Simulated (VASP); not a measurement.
# Sn5Ge12 in VASP: a series of runs

Sn5Ge12 is run at these levels: PBE; tasks: single point.

Everything below comes from runs of VASP 6.6.1. Logs are shortened: lines on timing, memory, paths and dates and some standing lists are left out, and cuts for length are marked.

## (1) The cell of the first run

The cell holds a disordered packing, 17 atoms: a = 7.082 Å, b = 7.723 Å, c = 7.545 Å, α = 95.21°, β = 89.49°, γ = 91.15°.

## (2) Single point, PBE

File INCAR:

```
PREC     = Accurate       # precision mode
ENCUT    = 410            # plane-wave cutoff, eV
EDIFF    = 1E-6           # SCF threshold, eV
ISMEAR   = -1             # smearing method
SIGMA    = 0.1861         # smearing width, eV
LREAL    = Auto         
LASPH    = T              # aspherical terms in the spheres
NELM     = 120            # most SCF steps
ALGO     = Normal         # electronic algorithm
ISIF     = 2              # what is computed and relaxed
LWAVE    = F              # write WAVECAR
LCHARG   = F              # write CHGCAR
GGA      = PE             # functional
NBANDS   = 133            # bands
ISYM     = -1           
GGA_COMPAT= F
```

File KPOINTS:

```
explicit points
1
Reciprocal
  0.25000000   0.25000000   0.25000000 1
```

File POSCAR:

```
Sn5Ge12
1.0
    7.0815660000     -0.0735080000      0.0306640000
   -0.0735080000      7.7150240000     -0.3469720000
    0.0306640000     -0.3469720000      7.5368430000
Sn Ge
5 12
Direct
    0.3041647512      0.9002923314      0.3767260805
    0.8895448048      0.3557495241      0.1554980145
    0.7104544866      0.6775273754      0.8789898704
    0.4062530088      0.4903270820      0.2053374903
    0.8193392701      0.2756161867      0.7363317612
    0.3581276204      0.1742590149     -0.0222720078
    0.2612936728      0.8596978890      0.8461480207
    0.6450027344     -0.0638026393      0.6990138851
    0.1595795301      0.2297365211      0.3540470186
    0.7354593993      0.6441135462      0.4099994173
    0.3396832233      0.2856711887      0.6496853998
    0.6589851034      0.0490472636      0.3325027346
    0.1055509519      0.5505319783      0.8887448720
    1.0978689124      0.8714916619      0.1134700766
    0.0422088678      0.8072223384      0.6199261755
    0.7362465088      1.0694935912     -0.0036495297
    0.3884430405      0.5982762267      0.5895858361
```

Potentials or basis: VASP PAW PBE potentials, release 64 (Sn_d, Ge_d).

On the command line:

```sh
$ cat potpaw_PBE.64/Sn_d/POTCAR potpaw_PBE.64/Ge_d/POTCAR > POTCAR
$ mpirun -np 1 vasp_std > vasp.out
```

OUTCAR:

```text
PREC = Accurate
   ENCUT = 410
   EDIFF = 1E-6
   ISMEAR = -1
   LREAL = Auto
   LASPH = T
   NELM = 120
   ISIF = 2
   GGA = PE
   ISYM = -1

 ion  position               nearest neighbor table
   1  0.304  0.900  0.377-  14 2.47  15 2.73  12 2.77   9 2.78  17 3.02   4 3.40
   2  0.890  0.356  0.155-  16 2.64   9 2.69  13 3.01  10 3.02   5 3.21  12 3.23   4 3.60   3 3.64

   3  0.710  0.678  0.879-   8 2.57  13 2.99  16 3.08  17 3.18  15 3.24   5 3.30   4 3.64   2 3.64

   4  0.406  0.490  0.205-   6 2.87   9 2.93  17 2.95  10 2.97  13 3.28   1 3.40   2 3.60   3 3.64

   5  0.819  0.276  0.736-  16 2.69   8 2.87  13 3.06   2 3.21   3 3.30
   6  0.358  0.174  0.978-   7 2.62  11 2.70  16 2.82   4 2.87
   7  0.261  0.860  0.846-  14 2.31  15 2.32   6 2.62  13 2.65  17 2.82
   8  0.645  0.936  0.699-  16 2.47   3 2.57   5 2.87
   9  0.160  0.230  0.354-  11 2.58   2 2.69   1 2.78   4 2.93
  10  0.735  0.644  0.410-  17 2.83  15 2.90   4 2.97   2 3.02
  11  0.340  0.286  0.650-  17 2.51   9 2.58   6 2.70
  12  0.659  0.049  0.333-  16 2.61   1 2.77   2 3.23
  13  0.106  0.551  0.889-   7 2.65  14 2.87   3 2.99   2 3.01   5 3.06   4 3.28
  14  0.098  0.871  0.113-   7 2.31   1 2.47  13 2.87
  15  0.042  0.807  0.620-   7 2.32   1 2.73  10 2.90   3 3.24
  16  0.736  0.069  0.996-   8 2.47  12 2.61   2 2.64   5 2.69   6 2.82   3 3.08
  17  0.388  0.598  0.590-  11 2.51   7 2.82  10 2.83   4 2.95   1 3.02   3 3.18

IMPORTANT INFORMATION: All symmetrisations will be switched off!
NOSYMM: (Re-)initialisation of all symmetry stuff for point group C_1.

----------------------------------------------------------------------------------------

                                     Primitive cell

  volume of cell :     410.8723

  direct lattice vectors                    reciprocal lattice vectors
     7.081566000 -0.073508000  0.030664000     0.141227656  0.001322500 -0.000513708
    -0.073508000  7.715024000 -0.346972000     0.001322500  0.129898530  0.005974730
     0.030664000 -0.346972000  7.536843000    -0.000513708  0.005974730  0.132958696

  length of vectors
     7.082013889  7.723172167  7.544887823     0.141234782  0.130042587  0.133093862

  position of ions in fractional coordinates (direct lattice)
     0.304164751  0.900292331  0.376726080
     0.889544805  0.355749524  0.155498014
     0.710454487  0.677527375  0.878989870
     0.406253009  0.490327082  0.205337490
     0.819339270  0.275616187  0.736331761
     0.358127620  0.174259015  0.977727992
[... 9 lines left out ...]
     0.736246509  0.069493591  0.996350470
     0.388443041  0.598276227  0.589585836

  ion indices of the primitive-cell ions
   primitive index   ion index
                 1           1
                 2           2
                 3           3
                 4           4
                 5           5
                 6           6
[... 9 lines left out ...]
                16          16
                17          17

----------------------------------------------------------------------------------------

 KPOINTS: explicit points

Read explicit list of k-points.

 Found      1 k-points:

 Following reciprocal coordinates:
            Coordinates               Weight
  0.250000  0.250000  0.250000      1.000000
   k-points           NKPTS =      1   k-points in BZ     NKDIM =      1   number of bands    NBANDS=    133
   number of dos      NEDOS =    301   number of ions     NIONS =     17
   total plane-waves  NPLWV = 129600
   dimension x,y,z NGX =    48 NGY =   54 NGZ =   50
   dimension x,y,z NGXF=    96 NGYF=  108 NGZF=  100
   ions per type =               5  12
   NGX,Y,Z   is equivalent  to a cutoff of  11.27, 11.62, 11.02 a.u.
   NGXF,Y,Z  is equivalent  to a cutoff of  22.54, 23.25, 22.03 a.u.
 SYSTEM =  unknown system
   PREC   = accura    normal or accurate (medium, high low for compatibility)
   ISTART =      0    job   : 0-new  1-cont  2-samecut
   ICHARG =      2    charge: 1-file 2-atom 10-const
   ISPIN  =      1    spin polarized calculation?
   LNONCOLLINEAR =      F non collinear calculations
   LSORBIT =      F    spin-orbit coupling
   LASPH  =      T    aspherical Exc in radial PAW
   ENCUT  =  410.0 eV  30.13 Ry    5.49 a.u.  11.69 12.75 12.46*2*pi/ulx,y,z
   NELM   =    120;   NELMIN=  2; NELMDL= -5     # of ELM steps
   EDIFF  = 0.1E-05   stopping-criterion for ELM
   LREAL  =      T    real-space projection
   EDIFFG = 0.1E-04   stopping-criterion for IOM
   NSW    =      0    number of steps for IOM
   IBRION =     -1    ionic relax: 0-MD 1-quasi-New 2-CG
   NFREE  =      0    steps in history (QN), initial steepest desc. (CG)
   ISIF   =      2    stress and relaxation
   ISYM   =     -1    0-nonsym 1-usesym 2-fastsym
   POTIM  = 0.5000    time-step for ionic-motion
   TEBEG  =    0.0;   TEEND  =   0.0 temperature during run
   PSTRESS=    0.0 pullay stress
   NELECT =     238.0000    total number of electrons
   NUPDOWN=      -1.0000    fix difference up-down
   EMIN   =  10.00;   EMAX   =-10.00  energy-range for DOS
   EFERMI =   0.00;   METHOD = LEGACY
   ISMEAR =    -1;   SIGMA  =   0.19  broadening in eV -4-tet -1-fermi 0-gaus
   EFERMI_NEDOS =   21; number of points for ismear=-14 and -15
   IALGO  =     38    algorithm
   IMIX   =      4    mixing-type and parameters
     AMIX     =   0.40;   BMIX     =  1.00
     AMIX_MAG =   1.60;   BMIX_MAG =  1.00
  volume/ion in A,a.u.               =      24.17       163.10
  Fermi-wavevector in a.u.,A,eV,Ry     =   1.364682  2.578875 25.338911  1.862357
  Thomas-Fermi vector in A             =   2.490977
   LORBIT       =      0    0 simple, 1 ext, 2 COOP (PROOUT), +10 PAW based schemes
   GGA     = PE    functional components
   LHFCALC =     F    Hartree Fock is set to
   AEXX    =    0.0000 exact exchange contribution
   IVDW    =     0    specifies the selected vdW correction
   LEPSILON=     F    determine dielectric tensor
   LRPA    =     F    only Hartree local field effects (RPA)
 non-spin polarized calculation
  energy-cutoff  :      410.00
  volume of cell :      410.87
 maximum number of plane-waves:      7747
 NGX is ok and might be reduce to    48
   NGX = 23   NGY = 25   NGZ = 25

 number of electron     238.0000055 magnetization

 Free energy of the ion-electron system (eV)
  ---------------------------------------------------
  ext. energy  EPLUGINS =         0.00000000
  ---------------------------------------------------
  free energy    TOTEN  =       -66.65045983 eV

  energy without entropy =      -65.78246775  energy(sigma->0) =      -66.21646379

 E-fermi :   5.7814     XC(G=0): -10.1627

 val. band max:        5.6553913362   @ k =   0.2500   0.2500   0.2500
 cond. band min:       5.8662193270   @ k =   0.2500   0.2500   0.2500
 fundamental gap:      0.2108279908
 Fermi energy:         5.7814463089

 k-point     1 :       0.2500    0.2500    0.2500
  band No.  band energies     occupation
      1     -19.0316      2.00000
      2     -19.0011      2.00000
      3     -19.0008      2.00000
      4     -18.9871      2.00000
      5     -18.9827      2.00000
      6     -18.9777      2.00000
[... 123 lines left out ...]
    130       8.0994      0.00001
    131       8.3652      0.00000
 [bands above 131 left out]

------------------------ aborting loop because EDIFF is reached ----------------------------------------

  FORCE on cell =-STRESS in cart. coord.  units (eV):
  Direction    XX          YY          ZZ          XY          YZ          ZX
  --------------------------------------------------------------------------------------
  -------------------------------------------------------------------------------------
  Total        0.7420597      8.3638411     17.7718601      8.2691141      7.1141212     12.1878331
  in kB        2.8936268     32.6144058     69.3005340     32.2450222     27.7411816     47.5258827
  external PRESSURE =      34.9361888 kB  Pullay stress =       0.0000000 kB

 VOLUME and BASIS-vectors are now :
 -----------------------------------------------------------------------------
  energy-cutoff  :      410.00
  volume of cell :      410.87
      direct lattice vectors                 reciprocal lattice vectors
     7.081566000 -0.073508000  0.030664000     0.141227656  0.001322500 -0.000513708
    -0.073508000  7.715024000 -0.346972000     0.001322500  0.129898530  0.005974730
     0.030664000 -0.346972000  7.536843000    -0.000513708  0.005974730  0.132958696

 POSITION                                       TOTAL-FORCE (eV/Angst)
 -----------------------------------------------------------------------------------
      2.09934      6.79270      2.53628         1.266159     -0.355039      0.746355
      6.27799      2.62527      1.07581         0.002128      1.451910      0.583277
      5.00828      4.86993      6.41151        -0.164841     -1.180575      0.580336
      2.84716      3.68178      1.38992         0.361410     -0.080777     -0.315626
      5.80452      1.81067      5.47911        -0.004184      0.753773     -1.211644
      2.55328      0.97884      7.31950         0.702679      0.196663      0.145105
[... 9 lines left out ...]
      5.23922      0.13632      7.50780        -0.481421     -0.911380      1.264318
      2.72489      4.38259      4.24794         0.576593      0.272905      0.293015
 -----------------------------------------------------------------------------------
    total drift:                                0.000002     -0.002432      0.001553

  FREE ENERGIE OF THE ION-ELECTRON SYSTEM (eV)
  ---------------------------------------------------
  free  energy   TOTEN  =       -66.6504598265 eV

  energy  without entropy=      -65.7824677504  energy(sigma->0) =      -66.21646379
```

It took 64 s on 1 thread of Intel Xeon 6975P-C (Granite Rapids), shared host; peak memory 0.31 GiB.

What came out:

```
Free energy   : -66.6505 eV
Pressure      : 3.5 GPa
Largest force : 2.333 eV/Å
```

Forces in eV/Å, atoms in the order of the input:
```
Sn   1.266 -0.355  0.746
Sn   0.002  1.452  0.583
Sn  -0.165 -1.181  0.580
Sn   0.361 -0.081 -0.316
Sn  -0.004  0.754 -1.212
Ge   0.703  0.197  0.145
Ge   2.290  0.443 -0.037
Ge  -0.662  0.575 -1.931
Ge   0.418 -0.042 -0.105
Ge  -0.041  0.420 -0.095
Ge  -0.404 -0.262  0.313
Ge   0.024 -0.283  0.667
Ge  -0.169 -0.387  0.568
Ge  -2.259 -0.266 -0.154
Ge  -1.456 -0.346 -1.310
Ge  -0.481 -0.911  1.264
Ge   0.577  0.273  0.293
```

Caveat: the atoms stand as in a frame of molecular dynamics; spin-orbit coupling is left out, which moves the levels of the heavy elements.

## (3) Single point, PBE

File INCAR:

```
SYSTEM = Sn5Ge12
ALGO = Normal ; EDIFF = 1E-6
ENCUT = 410 ; GGA = PE
GGA_COMPAT = .False. ; ISIF = 2
ISMEAR = -1 ; ISYM = -1
LASPH = .True. ; LCHARG = .True.
LELF = .True. ; LREAL = Auto
LVHAR = .True. ; LWAVE = .False.
NBANDS = 133 ; NELM = 120
PREC = Accurate ; SIGMA = 0.1861
```

KPOINTS is that of step 2.

File POSCAR:

```
Sn5Ge12
1.0
    7.0815660000     -0.0735080000      0.0306640000
   -0.0735080000      7.7150240000     -0.3469720000
    0.0306640000     -0.3469720000      7.5368430000
Sn Ge
5 12
Direct
    0.3102941392      0.8701030167      0.3608174569
    0.8859888959      0.3496924239      0.1875602976
    0.6461750164      0.6884551944      0.9306984854
    0.3941812398      0.4964493583      0.1960453274
    0.8579933225      0.3231957849      0.6560179615
    0.3828330494      0.1806324577      0.0434197996
    0.3496639466      0.8953323065      0.8607413138
    0.7529511682     -0.0380642735      0.6342479561
    0.1177256223      0.1678413940      0.3647574091
    0.7185686255      0.6461663867      0.3389398526
    0.2562023055      0.2705321142      0.6371229812
    0.6137070793      0.0568618518      0.3966088661
    0.0885220579      0.5312374620      0.9131361877
    1.0110415349      0.8395285221      0.0872262183
    0.0592568867      0.7837222938      0.6024101389
    0.7573588367      1.0444199137      0.0657654425
    0.3749283101      0.6063656375      0.6388648531
```

Potentials or basis: VASP PAW PBE potentials, release 64 (Sn_d, Ge_d).

On the command line:

```sh
$ cat potpaw_PBE.64/Sn_d/POTCAR potpaw_PBE.64/Ge_d/POTCAR > POTCAR
$ mpirun -np 1 vasp_std > vasp.out
```

Run time: 65 s. Hardware: 1 thread of Intel Xeon 6975P-C (Granite Rapids), shared host; peak memory 0.32 GiB.

Results (log left out):

```
Free energy   : -66.6155 eV
Pressure      : 3.7 GPa
Largest force : 2.603 eV/Å
```

Forces on the atoms (eV/Å):
```
Sn  -0.464 -0.954 -0.902
Sn   0.210  0.839 -0.279
Sn   0.522 -0.636 -0.578
Sn  -0.498  0.343  0.428
Sn  -0.331  0.173  0.538
Ge   0.261 -0.634 -0.559
Ge  -1.175  0.141 -0.439
Ge   0.797 -0.824  2.337
Ge  -0.004  0.217 -0.978
Ge   0.581  0.794  0.654
Ge   0.900  0.346  1.194
Ge  -0.170  1.333 -1.860
Ge  -0.512 -0.092 -0.111
Ge   1.097 -0.823  0.234
Ge  -0.186 -0.170  0.799
Ge  -1.260  0.572 -0.225
Ge   0.233 -0.625 -0.251
```

Stress tensor (GPa, compression positive):
```
2.92 1.47 4.28
1.47 4.97 3.70
4.28 3.70 3.36
```

Levels at points of the mesh, in eV from the Fermi level:
| k point | band 115 | band 116 | band 117 | band 118 | band 119 | band 120 | band 121 | band 122 | band 123 | band 124 |
| --- | --- | --- | --- | --- | --- | --- | --- | --- | --- | --- |
| (0.25, 0.25, 0.25) | -1.16 | -0.98 | -0.55 | -0.41 | -0.21 | 0.18 | 0.46 | 0.63 | 0.80 | 1.02 |

Caveat: the atoms stand as in a frame of molecular dynamics; spin-orbit coupling is left out, which moves the levels of the heavy elements.
